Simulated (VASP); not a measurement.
# InP2N3 (P4mm) in VASP: further runs

Runs on InP2N3. Level: PBE. Tasks: single point.

Program: VASP 6.6.1. These are calculated values, not measurements. Logs are shortened: lines on timing, memory, paths and dates and some standing lists are left out, and cuts for length are marked.

### Step 1. The cell of the first run

The structure is tetragonal, space group P4mm (No. 99). The conventional cell has a = 2.996 Å, b = 2.996 Å, c = 11.296 Å, α = 90.00°, β = 90.00°, γ = 90.00°. Within 3.3 Å of In (site symmetry 4mm) lie 5 N at 2.49 to 3.26 Å and 4 In at 3.00 Å. P (site symmetry 4mm) has 6 N at 1.58 to 2.15 Å within 2.2 Å. Within 2.3 Å of P (site symmetry 4mm) lie 5 N at 1.77 to 2.15 Å. Within 2.4 Å of N (site symmetry 4mm) lie 5 P at 1.79 to 2.15 Å. Within 2.1 Å of N (site symmetry 4mm) lie 1 P at 1.58 Å. Within 2.3 Å of N (site symmetry 4mm) lie 5 P at 1.77 to 2.15 Å.

The cell was built from a structure type or drawn by symmetry, and may not be a known phase.

### Step 2. Single point, PBE

The input, INCAR:

```
SYSTEM = InP2N3
PREC = Accurate
ENCUT = 520
EDIFF = 1E-7
ISMEAR = 0
SIGMA = 0.1
LREAL = .False.
LASPH = .True.
NELM = 80
ALGO = Normal
ISIF = 2
LWAVE = .False.
LCHARG = .False.
GGA = PE
NBANDS = 28
```

The input, KPOINTS:

```
regular mesh
0
Gamma
  12 12 4
  0 0 0
```

The input, POSCAR:

```
InP2N3
1.0
    2.9959427696      0.0000000000      0.0000000000
    0.0000000000      2.9959427696      0.0000000000
    0.0000000000      0.0000000000     11.2957136822
In P N
1 2 3
Direct
    0.5000000000      0.5000000000      0.1699618202
    0.0000000000      0.0000000000      0.9141928034
    0.5000000000      0.5000000000      0.7246328850
    0.0000000000      0.0000000000      0.7557484575
    0.0000000000      0.0000000000      0.0543652767
    0.5000000000      0.5000000000      0.8810977173
```

Potentials or basis: VASP PAW PBE potentials, release 64 (In_d, P, N).

Command:

```sh
> cat potpaw_PBE.64/In_d/POTCAR potpaw_PBE.64/P/POTCAR potpaw_PBE.64/N/POTCAR > POTCAR
> mpirun -np 1 vasp_std > vasp.out
```

OUTCAR:

```text
SYSTEM = InP2N3
   PREC = Accurate
   ENCUT = 520
   EDIFF = 1E-7
   ISMEAR = 0
   LREAL = .False.
   LASPH = .True.
   NELM = 80
   ISIF = 2
   GGA = PE

 ion  position               nearest neighbor table
   1  0.500  0.500  0.170-   5 2.49   5 2.49   5 2.49   5 2.49
   2  0.000  0.000  0.914-   5 1.58   4 1.79   6 2.15   6 2.15   6 2.15   6 2.15
   3  0.500  0.500  0.725-   6 1.77   4 2.15   4 2.15   4 2.15   4 2.15
   4  0.000  0.000  0.756-   2 1.79   3 2.15   3 2.15   3 2.15   3 2.15
   5  0.000  0.000  0.054-   2 1.58   1 2.49   1 2.49   1 2.49   1 2.49
   6  0.500  0.500  0.881-   3 1.77   2 2.15   2 2.15   2 2.15   2 2.15

  LATTYP: Found a simple tetragonal cell.
 ALAT       =     2.9959427696
 C/A-ratio  =     3.7703369359

  Lattice vectors:

 A1 = (   2.9959427696,   0.0000000000,   0.0000000000)
 A2 = (   0.0000000000,   2.9959427696,   0.0000000000)
 A3 = (   0.0000000000,   0.0000000000,  11.2957136822)

Analysis of symmetry for initial positions (statically):
=====================================================================
 Subroutine PRICEL returns:
 Original cell was already a primitive cell.

 Routine SETGRP: Setting up the symmetry group for a
 simple tetragonal supercell.

 Subroutine GETGRP returns: Found  8 space group operations
 (whereof  8 operations were pure point group operations)
 out of a pool of 16 trial point group operations.

The static configuration has the point symmetry C_4v.

Analysis of symmetry for dynamics (positions and initial velocities):
=====================================================================
 Subroutine PRICEL returns:
 Original cell was already a primitive cell.

 Routine SETGRP: Setting up the symmetry group for a
 simple tetragonal supercell.

 Subroutine GETGRP returns: Found  8 space group operations
 (whereof  8 operations were pure point group operations)
 out of a pool of 16 trial point group operations.

The dynamic configuration has the point symmetry C_4v.

 Subroutine INISYM returns: Found  8 space group operations
 (whereof  8 operations are pure point group operations),
 and found     1 'primitive' translations

----------------------------------------------------------------------------------------
[... 94 lines left out ...]
   ICHARG =      2    charge: 1-file 2-atom 10-const
   ISPIN  =      1    spin polarized calculation?
   LNONCOLLINEAR =      F non collinear calculations
   LSORBIT =      F    spin-orbit coupling
   LASPH  =      T    aspherical Exc in radial PAW
   ENCUT  =  520.0 eV  38.22 Ry    6.18 a.u.   5.57  5.57 21.00*2*pi/ulx,y,z
   NELM   =     80;   NELMIN=  2; NELMDL= -5     # of ELM steps
   EDIFF  = 0.1E-06   stopping-criterion for ELM
   LREAL  =      F    real-space projection
   EDIFFG = 0.1E-05   stopping-criterion for IOM
   NSW    =      0    number of steps for IOM
   IBRION =     -1    ionic relax: 0-MD 1-quasi-New 2-CG
   NFREE  =      0    steps in history (QN), initial steepest desc. (CG)
   ISIF   =      2    stress and relaxation
   ISYM   =      2    0-nonsym 1-usesym 2-fastsym
   POTIM  = 0.5000    time-step for ionic-motion
   TEBEG  =    0.0;   TEEND  =   0.0 temperature during run
   PSTRESS=    0.0 pullay stress
   NELECT =      38.0000    total number of electrons
   NUPDOWN=      -1.0000    fix difference up-down
   EMIN   =  10.00;   EMAX   =-10.00  energy-range for DOS
   EFERMI =   0.00;   METHOD = LEGACY
   ISMEAR =     0;   SIGMA  =   0.10  broadening in eV -4-tet -1-fermi 0-gaus
   EFERMI_NEDOS =   21; number of points for ismear=-14 and -15
   IALGO  =     38    algorithm
   IMIX   =      4    mixing-type and parameters
     AMIX     =   0.40;   BMIX     =  1.00
     AMIX_MAG =   1.60;   BMIX_MAG =  1.00
  volume/ion in A,a.u.               =      16.90       114.03
  Fermi-wavevector in a.u.,A,eV,Ry     =   1.180345  2.230529 18.955846  1.393215
  Thomas-Fermi vector in A             =   2.316640
   LORBIT       =      0    0 simple, 1 ext, 2 COOP (PROOUT), +10 PAW based schemes
   GGA     = PE    functional components
   LHFCALC =     F    Hartree Fock is set to
   AEXX    =    0.0000 exact exchange contribution
   IVDW    =     0    specifies the selected vdW correction
   LEPSILON=     F    determine dielectric tensor
   LRPA    =     F    only Hartree local field effects (RPA)
 non-spin polarized calculation
 Gauss-broadening in eV      SIGMA  =   0.10
  energy-cutoff  :      520.00
  volume of cell :      101.39
 maximum number of plane-waves:      2779
 NGX is ok and might be reduce to    24
   NGX = 11   NGY = 11   NGZ = 43

 number of electron      38.0000012 magnetization

 Free energy of the ion-electron system (eV)
  ---------------------------------------------------
  ext. energy  EPLUGINS =         0.00000000
  ---------------------------------------------------
  free energy    TOTEN  =       -34.79333862 eV

  energy without entropy =      -34.78846856  energy(sigma->0) =      -34.79090359

 E-fermi :   5.2512     XC(G=0):  -8.8351

 val. band max:        5.2459883791   @ k =   0.5000   0.3333   0.5000
 cond. band min:       5.2547034368   @ k =   0.5000   0.1667   0.0000
 fundamental gap:      0.0087150577
 Fermi energy:         5.2511688524

 k-point     1 :       0.0000    0.0000    0.0000
  band No.  band energies     occupation
      1     -16.1470      2.00000
      2     -12.4382      2.00000
      3     -10.0270      2.00000
      4      -9.7190      2.00000
      5      -9.3699      2.00000
      6      -9.0037      2.00000
[... 733 lines left out ...]
     27      11.0213      0.00000
     28      12.0432      0.00000

 [... further k-points ...]
[... 5 lines left out ...]
  --------------------------------------------------------------------------------------
  -------------------------------------------------------------------------------------
  Total       -0.1458106     -0.1458106     -0.1792949      0.0000000      0.0000000     -0.0000000
  in kB       -2.3041940     -2.3041940     -2.8333342      0.0000000      0.0000000     -0.0000000
  external PRESSURE =      -2.4805741 kB  Pullay stress =       0.0000000 kB

 VOLUME and BASIS-vectors are now :
 -----------------------------------------------------------------------------
  energy-cutoff  :      520.00
  volume of cell :      101.39
      direct lattice vectors                 reciprocal lattice vectors
     2.995942770  0.000000000  0.000000000     0.333784747  0.000000000  0.000000000
     0.000000000  2.995942770  0.000000000     0.000000000  0.333784747  0.000000000
     0.000000000  0.000000000 11.295713682     0.000000000  0.000000000  0.088529156

 POSITION                                       TOTAL-FORCE (eV/Angst)
 -----------------------------------------------------------------------------------
      1.49797      1.49797      1.91984         0.000000     -0.000000     -0.002899
      0.00000      0.00000     10.32646        -0.000000      0.000000     -0.030340
      1.49797      1.49797      8.18525         0.000000      0.000000      0.061063
      0.00000      0.00000      8.53672         0.000000      0.000000      0.005803
      0.00000      0.00000      0.61409         0.000000      0.000000      0.025169
      1.49797      1.49797      9.95263         0.000000      0.000000     -0.058796
 -----------------------------------------------------------------------------------
    total drift:                                0.000000      0.000000     -0.000410

  FREE ENERGIE OF THE ION-ELECTRON SYSTEM (eV)
  ---------------------------------------------------
  free  energy   TOTEN  =       -34.7933386178 eV

  energy  without entropy=      -34.7884685608  energy(sigma->0) =      -34.79090359
```

OSZICAR:

```text
N       E                     dE             d eps       ncg     rms          rms(c)
DAV:   1     0.332581140580E+03    0.33258E+03   -0.17313E+04  4720   0.143E+03
DAV:   2     0.817574517172E+01   -0.32441E+03   -0.30385E+03  5208   0.375E+02
DAV:   3    -0.372837109523E+02   -0.45459E+02   -0.44329E+02  6176   0.135E+02
DAV:   4    -0.394310186218E+02   -0.21473E+01   -0.21245E+01  5984   0.316E+01
DAV:   5    -0.395099430050E+02   -0.78924E-01   -0.78754E-01  6776   0.604E+00    0.179E+01
DAV:   6    -0.347246409476E+02    0.47853E+01   -0.15726E+01  6472   0.286E+01    0.950E+00
DAV:   7    -0.348371936448E+02   -0.11255E+00   -0.24334E+00  5200   0.887E+00    0.422E+00
DAV:   8    -0.348033757375E+02    0.33818E-01   -0.21940E-01  6676   0.306E+00    0.175E+00
DAV:   9    -0.347927704676E+02    0.10605E-01   -0.33953E-02  6776   0.141E+00    0.392E-01
DAV:  10    -0.347927995123E+02   -0.29045E-04   -0.54434E-03  5776   0.451E-01    0.255E-01
DAV:  11    -0.347930658120E+02   -0.26630E-03   -0.14084E-03  5340   0.230E-01    0.838E-02
DAV:  12    -0.347932400432E+02   -0.17423E-03   -0.49000E-04  5236   0.125E-01    0.385E-02
DAV:  13    -0.347933210360E+02   -0.80993E-04   -0.12550E-04  5004   0.655E-02    0.280E-02
DAV:  14    -0.347933400630E+02   -0.19027E-04   -0.94817E-05  4900   0.594E-02    0.811E-03
DAV:  15    -0.347933383479E+02    0.17151E-05   -0.15917E-05  5768   0.242E-02    0.656E-03
DAV:  16    -0.347933385523E+02   -0.20433E-06   -0.32906E-06  5524   0.107E-02    0.296E-03
DAV:  17    -0.347933386178E+02   -0.65576E-07   -0.37597E-07  5932   0.420E-03
   1 F= -.34793339E+02 E0= -.34790904E+02  d E =-.487006E-02
```

stdout:

```text
POSCAR found type information on POSCAR InP N
 POSCAR found :  3 types and       6 ions
 scaLAPACK will be used
 LDA part: xc-table for (Slater+PW92), standard interpolation
 POSCAR, INCAR and KPOINTS ok, starting setup
 FFT: planning ... GRIDC
 FFT: planning ... GRID_SOFT
 FFT: planning ... GRID
 WAVECAR not read
 entering main loop
```

Run time: 5.8 min. Hardware: 1 thread of Intel Xeon 8259CL, shared host; peak memory 0.35 GiB.

Results:

| Property | Result |
| --- | --- |
| Free energy | -34.7933 eV |
| Pressure | -0.2 GPa |
| Largest force | 0.061 eV/Å |
| Band gap on the k mesh | zero (bands 19 and 20 overlap by 0.81 eV) |

Forces on the atoms (eV/Å):
```
In   0.000  0.000 -0.003
P    0.000  0.000 -0.030
P    0.000  0.000  0.061
N    0.000  0.000  0.006
N    0.000  0.000  0.025
N    0.000  0.000 -0.059
```

Levels at points of the mesh, in eV from the Fermi level:
```
           k point  band 15  band 16  band 17  band 18  band 19  band 20  band 21  band 22  band 23  band 24
(0.00, 0.00, 0.00)    -3.78    -3.78    -2.73    -1.50    -1.50     1.47     1.58     2.91     3.71     4.39
(0.50, 0.00, 0.00)    -4.33    -4.32    -2.46    -2.00    -1.03     0.47     1.54     1.72     1.93     2.84
(0.50, 0.50, 0.00)    -5.21    -4.34    -3.96    -3.96     0.54     0.58     2.25     2.25     3.92     3.92
(0.00, 0.00, 0.50)    -3.78    -3.78    -2.80    -1.50    -1.50     1.51     2.04     2.72     2.91     4.39
(0.50, 0.00, 0.50)    -4.33    -4.32    -2.45    -2.00    -1.04     0.46     1.57     1.72     1.97     2.84
(0.50, 0.50, 0.50)    -5.21    -4.34    -3.95    -3.95     0.54     0.58     2.25     2.25     3.93     3.93
```

Caveat: spin-orbit coupling is left out, which moves the levels of the heavy elements.

[end of part 1 of 2]
